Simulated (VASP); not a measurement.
# GaAs (I-4m2) in VASP: notebook, part 2 of 2

VASP 6.6.1.

## (3) Single point, PBEsol (in-plane strain -0.005, then relaxed in part)

File INCAR:

```
PREC = Accurate
ENCUT = 520
EDIFF = 1E-7
ISMEAR = 0
SIGMA = 0.01
LREAL = F
LASPH = T
NELM = 60
ALGO = Normal
ISIF = 2
LWAVE = F
LCHARG = T
GGA = PS
LELF = T
LVHAR = T
NBANDS = 16
```

File KPOINTS:

```
regular mesh
0
Gamma
  8 8 8
```

File POSCAR:

```
GaAs
1.0
    2.8150015520      2.8150015520      0.0000000000
   -2.8150015520      2.8150015520      0.0000000000
    0.0000000000      2.8150015520      2.8414272916
Ga As
1 1
Direct
    0.0000000000      0.0000000000      0.0000000000
    0.7500000000      0.2500000000      0.5000000000
```

Potentials or basis: VASP PAW PBE potentials, release 64 (Ga_d, As).

Started as:

```
> cat potpaw_PBE.64/Ga_d/POTCAR potpaw_PBE.64/As/POTCAR > POTCAR
> mpirun -np 1 vasp_std > vasp.out
```

OUTCAR:

```text
PREC = Accurate
   ENCUT = 520
   EDIFF = 1E-7
   ISMEAR = 0
   LREAL = F
   LASPH = T
   NELM = 60
   ISIF = 2
   GGA = PS

 ion  position               nearest neighbor table
   1  0.000  0.000  0.000-   2 2.45   2 2.45   2 2.45   2 2.45
   2  0.750  0.250  0.500-   1 2.45   1 2.45   1 2.45   1 2.45

  LATTYP: Found a body centered tetragonal cell.
 ALAT       =     3.9810133729
 C/A-ratio  =     1.4274894482

  Lattice vectors:

 A1 = (   2.8150015520,   0.0000000000,  -2.8414272916)
 A2 = (  -2.8150015520,   0.0000000000,  -2.8414272916)
 A3 = (   0.0000000000,   2.8150015520,   2.8414272916)

Analysis of symmetry for initial positions (statically):
=====================================================================
 Subroutine PRICEL returns:
 Original cell was already a primitive cell.

 Routine SETGRP: Setting up the symmetry group for a
 body centered tetragonal supercell.

 Subroutine GETGRP returns: Found  8 space group operations
 (whereof  8 operations were pure point group operations)
 out of a pool of 16 trial point group operations.

The static configuration has the point symmetry D_2d.

Analysis of symmetry for dynamics (positions and initial velocities):
=====================================================================
 Subroutine PRICEL returns:
 Original cell was already a primitive cell.

 Routine SETGRP: Setting up the symmetry group for a
 body centered tetragonal supercell.

 Subroutine GETGRP returns: Found  8 space group operations
 (whereof  8 operations were pure point group operations)
 out of a pool of 16 trial point group operations.

The dynamic configuration has the point symmetry D_2d.

 Subroutine INISYM returns: Found  8 space group operations
 (whereof  8 operations are pure point group operations),
 and found     1 'primitive' translations

----------------------------------------------------------------------------------------

                                     Primitive cell

  volume of cell :      45.0323

  direct lattice vectors                    reciprocal lattice vectors
     2.815001552  2.815001552  0.000000000     0.177619796  0.177619796 -0.175967902
    -2.815001552  2.815001552  0.000000000    -0.177619796  0.177619796 -0.175967902
     0.000000000  2.815001552  2.841427292     0.000000000  0.000000000  0.351935805

  length of vectors
     3.981013373  3.981013373  3.999742841     0.306695755  0.306695755  0.351935805

  position of ions in fractional coordinates (direct lattice)
     0.000000000  0.000000000  0.000000000
     0.750000000  0.250000000  0.500000000

  ion indices of the primitive-cell ions
   primitive index   ion index
                 1           1
                 2           2

----------------------------------------------------------------------------------------

 KPOINTS: regular mesh

Automatic generation of k-mesh.
 Grid dimensions read from file:
 generate k-points for:    8    8    8

 Generating k-lattice:

  Cartesian coordinates                     Fractional coordinates (reciprocal lattice)
     0.022202474  0.022202474 -0.021995988     0.125000000  0.000000000  0.000000000
    -0.022202474  0.022202474 -0.021995988     0.000000000  0.125000000  0.000000000
     0.000000000  0.000000000  0.043991976     0.000000000  0.000000000  0.125000000

  Length of vectors
     0.038336969  0.038336969  0.043991976

  Shift w.r.t. Gamma in fractional coordinates (k-lattice)
     0.000000000  0.000000000  0.000000000

 Subroutine IBZKPT returns following result:
 ===========================================

 Found     59 irreducible k-points:

 Following reciprocal coordinates:
            Coordinates               Weight
  0.000000  0.000000  0.000000      1.000000
  0.125000  0.000000  0.000000      8.000000
  0.250000  0.000000  0.000000      8.000000
  0.375000  0.000000  0.000000      8.000000
  0.500000  0.000000  0.000000      4.000000
  0.125000  0.125000  0.000000      8.000000
[... 16 lines left out ...]
  0.250000  0.000000  0.125000      4.000000
  0.375000  0.000000  0.125000      8.000000
 [... further k-points ...]
   k-points           NKPTS =     59   k-points in BZ     NKDIM =     59   number of bands    NBANDS=     16
   number of dos      NEDOS =    301   number of ions     NIONS =      2
   total plane-waves  NPLWV =  27000
   dimension x,y,z NGX =    30 NGY =   30 NGZ =   30
   dimension x,y,z NGXF=    60 NGYF=   60 NGZF=   60
   ions per type =               1   1
   NGX,Y,Z   is equivalent  to a cutoff of  12.53, 12.53, 12.47 a.u.
   NGXF,Y,Z  is equivalent  to a cutoff of  25.06, 25.06, 24.94 a.u.
 SYSTEM =  unknown system
   PREC   = accura    normal or accurate (medium, high low for compatibility)
   ISTART =      0    job   : 0-new  1-cont  2-samecut
   ICHARG =      2    charge: 1-file 2-atom 10-const
   ISPIN  =      1    spin polarized calculation?
   LNONCOLLINEAR =      F non collinear calculations
   LSORBIT =      F    spin-orbit coupling
   LASPH  =      T    aspherical Exc in radial PAW
   ENCUT  =  520.0 eV  38.22 Ry    6.18 a.u.   7.40  7.40  7.44*2*pi/ulx,y,z
   NELM   =     60;   NELMIN=  2; NELMDL= -5     # of ELM steps
   EDIFF  = 0.1E-06   stopping-criterion for ELM
   LREAL  =      F    real-space projection
   EDIFFG = 0.1E-05   stopping-criterion for IOM
   NSW    =      0    number of steps for IOM
   IBRION =     -1    ionic relax: 0-MD 1-quasi-New 2-CG
   NFREE  =      0    steps in history (QN), initial steepest desc. (CG)
   ISIF   =      2    stress and relaxation
   ISYM   =      2    0-nonsym 1-usesym 2-fastsym
   POTIM  = 0.5000    time-step for ionic-motion
   TEBEG  =    0.0;   TEEND  =   0.0 temperature during run
   PSTRESS=    0.0 pullay stress
   NELECT =      18.0000    total number of electrons
   NUPDOWN=      -1.0000    fix difference up-down
   EMIN   =  10.00;   EMAX   =-10.00  energy-range for DOS
   EFERMI =   0.00;   METHOD = LEGACY
   ISMEAR =     0;   SIGMA  =   0.01  broadening in eV -4-tet -1-fermi 0-gaus
   EFERMI_NEDOS =   21; number of points for ismear=-14 and -15
   IALGO  =     38    algorithm
   IMIX   =      4    mixing-type and parameters
     AMIX     =   0.40;   BMIX     =  1.00
     AMIX_MAG =   1.60;   BMIX_MAG =  1.00
  volume/ion in A,a.u.               =      22.52       151.95
  Fermi-wavevector in a.u.,A,eV,Ry     =   1.205936  2.278889 19.786715  1.454283
  Thomas-Fermi vector in A             =   2.341618
   LORBIT       =      0    0 simple, 1 ext, 2 COOP (PROOUT), +10 PAW based schemes
   GGA     = PS    functional components
   LHFCALC =     F    Hartree Fock is set to
   AEXX    =    0.0000 exact exchange contribution
   IVDW    =     0    specifies the selected vdW correction
   LEPSILON=     F    determine dielectric tensor
   LRPA    =     F    only Hartree local field effects (RPA)
 non-spin polarized calculation
 Gauss-broadening in eV      SIGMA  =   0.01
  energy-cutoff  :      520.00
  volume of cell :       45.03
 maximum number of plane-waves:      1243
 NGX is ok and might be reduce to    30
   NGX = 15   NGY = 15   NGZ = 15

 number of electron      17.9999998 magnetization

 Free energy of the ion-electron system (eV)
  ---------------------------------------------------
  ext. energy  EPLUGINS =         0.00000000
  ---------------------------------------------------
  free energy    TOTEN  =        -9.08633736 eV

  energy without entropy =       -9.08633736  energy(sigma->0) =       -9.08633736

 E-fermi :   3.9330     XC(G=0):  -9.7870

 val. band max:        3.8546575792   @ k =   0.0000   0.0000   0.0000
 cond. band min:       4.3154751634   @ k =   0.0000   0.0000   0.0000
 fundamental gap:      0.4608175842
 Fermi energy:         3.9329635130

 k-point     1 :       0.0000    0.0000    0.0000
  band No.  band energies     occupation
      1     -10.9480      2.00000
      2     -10.9457      2.00000
      3     -10.9457      2.00000
      4     -10.8663      2.00000
      5     -10.8650      2.00000
      6      -8.9394      2.00000
[... 8 lines left out ...]
     15      13.8586      0.00000
     16      14.0450      0.00000
[... 419 lines left out ...]
 k-point    24 :       0.3750    0.0000    0.1250
  band No.  band energies     occupation
      1     -11.0076      2.00000
      2     -10.9297      2.00000
      3     -10.9292      2.00000
      4     -10.8690      2.00000
      5     -10.8625      2.00000
      6      -7.8677      2.00000
[... 8 lines left out ...]
     15      13.4364      0.00000
     16      14.8764      0.00000

 [... further k-points ...]
[... 5 lines left out ...]
  --------------------------------------------------------------------------------------
  -------------------------------------------------------------------------------------
  Total        0.2136862      0.2136862      0.0512670      0.0000000      0.0000000     -0.0000000
  in kB        7.6026178      7.6026178      1.8240000      0.0000000      0.0000000     -0.0000000
  external PRESSURE =       5.6764119 kB  Pullay stress =       0.0000000 kB

 VOLUME and BASIS-vectors are now :
 -----------------------------------------------------------------------------
  energy-cutoff  :      520.00
  volume of cell :       45.03
      direct lattice vectors                 reciprocal lattice vectors
     2.815001552  2.815001552  0.000000000     0.177619796  0.177619796 -0.175967902
    -2.815001552  2.815001552  0.000000000    -0.177619796  0.177619796 -0.175967902
     0.000000000  2.815001552  2.841427292     0.000000000  0.000000000  0.351935805

 POSITION                                       TOTAL-FORCE (eV/Angst)
 -----------------------------------------------------------------------------------
      0.00000      0.00000      0.00000         0.000000     -0.000000      0.000000
      1.40750      4.22250      1.42071        -0.000000      0.000000      0.000000
 -----------------------------------------------------------------------------------
    total drift:                                0.000001      0.000000     -0.000000

  FREE ENERGIE OF THE ION-ELECTRON SYSTEM (eV)
  ---------------------------------------------------
  free  energy   TOTEN  =        -9.0863373619 eV

  energy  without entropy=       -9.0863373619  energy(sigma->0) =       -9.08633736
```

Run time: 91 s. Hardware: 1 thread of AMD EPYC 7R13, shared host; peak memory 0.16 GiB.

Results:

```
Free energy            : -9.0863 eV
Pressure               : 0.6 GPa
Band gap on the k mesh : 0.46 eV, direct
```

Caveat: the cell differs from its parent crystal (in-plane strain -0.005, then relaxed in part); the PAW data sets were made with another functional, which shifts forces and pressure a little.

## (4) Single point, PBEsol (in-plane strain -0.005)

File INCAR:

```
SYSTEM = GaAs
  PREC = Accurate
  ENCUT = 520
  EDIFF = 1E-6
  ISMEAR = 0
  SIGMA = 0.01
  LREAL = .False.
  LASPH = .True.
  NELM = 100
  ALGO = Normal
  ISIF = 2
  LWAVE = .False.
  LCHARG = .False.
  GGA = PS
  NBANDS = 16
```

File KPOINTS:

```
Automatic mesh
0
Gamma
  8 8 8
  0 0 0
```

Edit POSCAR of step 3 so:

```diff
@@ -4,3 +4,3 @@
    -2.8150015520      2.8150015520      0.0000000000
-    0.0000000000      2.8150015520      2.8414272916
+    0.0000000000      2.8150015520      2.8376347303
 Ga As
```

Started as:

```
> cat potpaw_PBE.64/Ga_d/POTCAR potpaw_PBE.64/As/POTCAR > POTCAR
> mpirun -np 1 vasp_std > vasp.out
```

Wall time 79 s (1 thread of AMD EPYC 7R13, shared host); peak memory 0.16 GiB.

The run converged. Its results:

* Free energy: -9.0862 eV
* Pressure: 0.7 GPa
* Band gap on the k mesh: 0.47 eV, direct

Stress tensor (GPa, compression positive):
```
0.84 0.00 0.00
0.00 0.84 0.00
0.00 0.00 0.34
```

Levels at points of the mesh, in eV from the valence-band top:
```
           k point  band 5  band 6  band 7  band 8  band 9  band 10  band 11  band 12  band 13  band 14
(0.00, 0.00, 0.00)  -14.72  -12.80   -0.05    0.00    0.00     0.47     3.67     3.67     3.69     7.39
(0.50, 0.00, 0.00)  -14.71  -11.01   -6.72   -1.20   -1.14     0.92     4.54     4.60     7.57    10.29
(0.50, 0.50, 0.00)  -14.71  -10.25   -6.87   -2.75   -2.75     1.31     1.53    10.12    10.17    10.92
(0.00, 0.00, 0.50)  -14.71  -10.28   -6.92   -2.69   -2.69     1.36     1.60    10.15    10.15    10.86
```

Caveat: the cell differs from its parent crystal (in-plane strain -0.005); the PAW data sets were made with another functional, which shifts forces and pressure a little. A k mesh can miss the band edges.

## (5) Single point, PBEsol (in-plane strain +0.005, then relaxed in part)

File INCAR:

```
PREC = Accurate
ENCUT = 520
EDIFF = 1E-6
ISMEAR = 0
SIGMA = 0.01
LREAL = F
LASPH = T
NELM = 80
ALGO = Normal
ISIF = 2
LWAVE = F
LCHARG = F
GGA = PS
NBANDS = 16
```

File KPOINTS:

```
Automatic mesh
0
Gamma
  8 8 8
```

File POSCAR:

```
GaAs
1.0
    2.8432930248      2.8432930248      0.0000000000
   -2.8432930248      2.8432930248      0.0000000000
    0.0000000000      2.8432930248      2.8172537258
Ga As
1 1
Direct
    0.0000000000      0.0000000000      0.0000000000
    0.7500000000      0.2500000000      0.5000000000
```

Started as:

```
> cat potpaw_PBE.64/Ga_d/POTCAR potpaw_PBE.64/As/POTCAR > POTCAR
> mpirun -np 1 vasp_std > vasp.out
```

It took 79 s on 1 thread of AMD EPYC 7R13, shared host; peak memory 0.17 GiB.

Results (log left out):

| Item | Value |
| --- | --- |
| Free energy | -9.0869 eV |
| Pressure | -0.2 GPa |
| Band gap on the k mesh | 0.36 eV, direct |

Stress tensor (GPa, compression positive):
```
-0.41  0.00  0.00
 0.00 -0.41  0.00
 0.00  0.00  0.13
```

Levels at points of the mesh, in eV from the valence-band top:
| k point | band 5 | band 6 | band 7 | band 8 | band 9 | band 10 | band 11 | band 12 | band 13 | band 14 |
| --- | --- | --- | --- | --- | --- | --- | --- | --- | --- | --- |
| (0.00, 0.00, 0.00) | -14.72 | -12.73 | -0.05 | -0.05 | 0.00 | 0.36 | 3.64 | 3.66 | 3.66 | 7.33 |
| (0.50, 0.00, 0.00) | -14.71 | -10.97 | -6.67 | -1.21 | -1.13 | 0.87 | 4.51 | 4.58 | 7.54 | 10.18 |
| (0.50, 0.50, 0.00) | -14.71 | -10.25 | -6.87 | -2.69 | -2.68 | 1.35 | 1.57 | 9.99 | 10.05 | 10.74 |
| (0.00, 0.00, 0.50) | -14.71 | -10.22 | -6.81 | -2.74 | -2.74 | 1.29 | 1.48 | 10.03 | 10.03 | 10.81 |

Caveat: the cell differs from its parent crystal (in-plane strain +0.005, then relaxed in part); the PAW data sets were made with another functional, which shifts forces and pressure a little.

## (6) Single point, PBEsol (in-plane strain +0.005)

File INCAR:

```
PREC     = Accurate       # precision mode
ENCUT    = 520            # plane-wave cutoff, eV
EDIFF    = 1E-6           # SCF threshold, eV
ISMEAR   = 0              # smearing method
SIGMA    = 0.01           # smearing width, eV
LREAL    = False          # projectors in reciprocal space
LASPH    = True           # aspherical terms in the spheres
NELM     = 80             # most SCF steps
ALGO     = Normal         # electronic algorithm
ISIF     = 2              # what is computed and relaxed
LWAVE    = False          # write WAVECAR
LCHARG   = False          # write CHGCAR
GGA      = PS             # functional
NBANDS   = 16             # bands
```

KPOINTS is that of step 5.

Edit POSCAR of step 5 so:

```diff
@@ -4,3 +4,3 @@
    -2.8432930248      2.8432930248      0.0000000000
-    0.0000000000      2.8432930248      2.8172537258
+    0.0000000000      2.8432930248      2.8206598465
 Ga As
```

Potentials or basis: VASP PAW PBE potentials, release 64 (Ga_d, As).

Started as:

```
> cat potpaw_PBE.64/Ga_d/POTCAR potpaw_PBE.64/As/POTCAR > POTCAR
> mpirun -np 1 vasp_std > vasp.out
```

Run time: 81 s. Hardware: 1 thread of AMD EPYC 7R13, shared host; peak memory 0.16 GiB.

Results (log left out):

```yaml
Free_energy: -9.0869 eV
Pressure: -0.3 GPa
Band_gap_on_the_k_mesh: 0.35 eV, direct
```

Stress tensor (GPa, compression positive):
```
-0.47  0.00  0.00
 0.00 -0.47  0.00
 0.00  0.00  0.00
```

Levels at points of the mesh, in eV from the valence-band top:
```
           k point  band 7  band 8  band 9  band 10  band 11  band 12
(0.00, 0.00, 0.00)   -0.05   -0.05    0.00     0.35     3.64     3.66
(0.50, 0.00, 0.00)   -6.66   -1.20   -1.13     0.87     4.52     4.58
(0.50, 0.50, 0.00)   -6.85   -2.68   -2.67     1.35     1.57     9.99
(0.00, 0.00, 0.50)   -6.81   -2.73   -2.73     1.30     1.50    10.02
```

Caveat: the cell differs from its parent crystal (in-plane strain +0.005); the PAW data sets were made with another functional, which shifts forces and pressure a little.

## (7) The runs side by side

| cell | gap on the mesh (eV) | pressure (GPa) |
| --- | --- | --- |
| a = 3.961, b = 3.961, c = 3.993 Å, angles 60.3, 60.3, 90.0°, 2 atoms | 0.51 | 1.2 |
| a = 3.981, b = 3.981, c = 4.000 Å, angles 60.2, 60.2, 90.0°, 2 atoms | 0.46 | 0.6 |
| a = 3.981, b = 3.981, c = 3.997 Å, angles 60.1, 60.1, 90.0°, 2 atoms | 0.47 | 0.7 |
| a = 4.021, b = 4.021, c = 4.003 Å, angles 59.8, 59.8, 90.0°, 2 atoms | 0.36 | -0.2 |
| a = 4.021, b = 4.021, c = 4.005 Å, angles 59.9, 59.9, 90.0°, 2 atoms | 0.35 | -0.3 |

Alike in all rows: task single point; level PBEsol; potentials or basis VASP PAW PBE potentials, release 64 (Ga_d, As); no spin polarisation; k mesh 8 × 8 × 8; cutoff (eV) 520; smearing gaussian 0.01 eV.

Caveats: the PAW data sets were made with another functional, which shifts forces and pressure a little.

Absolute energies hang on the potentials; compare differences alone.
